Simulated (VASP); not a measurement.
Write the native input for VASP 6.6.1 that does the following.

```yaml
Task: single point
Functional: PBE
Potentials_or_basis: VASP PAW PBE potentials, release 64 (C)
Cutoff: 520 eV
k_mesh: 8 × 8 × 8
Occupations: gaussian, width 0.1 eV
Spin: no spin polarisation
Dipole_correction: no
Further_INCAR_settings: ALGO = Normal; EDIFF = 1e-06; NBANDS = 11
```

The structure of C lies in POSCAR:

```
C
1.0
    0.0000000000      1.7834000000      1.7834000000
    1.7834000000      0.0000000000      1.7834000000
    1.7834000000      1.7834000000      0.0000000000
C
2
Direct
    0.5000000000      0.5000000000      0.5000000000
    0.7500000000      0.7500000000      0.7500000000
```

These files were run (other wordings do the same):

INCAR

```
SYSTEM = C
PREC = Accurate
ENCUT = 520
EDIFF = 1E-6
ISMEAR = 0
SIGMA = 0.1
LREAL = .False.
LASPH = .True.
NELM = 60
ALGO = Normal
ISIF = 2
LWAVE = .False.
LCHARG = .False.
GGA = PE
NBANDS = 11
```

KPOINTS

```
Automatic mesh
0
Gamma
  8 8 8
  0 0 0
```

Potentials or basis: VASP PAW PBE potentials, release 64 (C).

Command:

```console
$ cat potpaw_PBE.64/C/POTCAR > POTCAR
$ mpirun -np 1 vasp_std > vasp.out
```

Results of the run:

```
Pressure               : 2.4 GPa
Band gap on the k mesh : 4.13 eV, indirect (least direct gap 5.59 eV)
```

Wall time 2 s on 1 thread of Intel(R) Xeon(R) 6975P-C (Granite Rapids) (shared host), peak memory 0.11 GiB.
